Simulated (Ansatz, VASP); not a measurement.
# Sr3Cl: VASP beside Ansatz

```
Sr Cl
1.0
     5.74030    0.00000    0.00000
     0.00000    5.74030    0.00000
     0.00000    0.00000    5.74030
Sr Cl
3 1
Direct
  0.00000 0.50000 0.50000
  0.50000 0.00000 0.50000
  0.50000 0.50000 0.00000
  0.00000 0.00000 0.00000
```

Alike in both runs: functional PBE; k mesh 4 × 4 × 4; occupations gaussian, width 0.1 eV; no spin polarisation.

Ansatz relaxed the structure, and its values are those at the end. VASP's run is a single point on that final structure, the one shown.

|  | VASP | Ansatz |
| --- | --- | --- |
| version | VASP 6.6.1 | Ansatz 0.2.0 |
| potentials or method | VASP PAW PBE potentials, release 64 (Sr_sv, Cl), cutoff 520 eV | scalar-relativistic, plane waves, PAW |
| valence electrons in the cell | 37 | 37 |

|  | VASP | Ansatz | Ansatz less VASP |
| --- | --- | --- | --- |
| gap on the k mesh at the Fermi level (eV) | none | none | - |
| pressure (GPa) | 0.1 | 0.1 | 0.00 |

A gap of «none» marks a metal or a gap that the smearing closes.
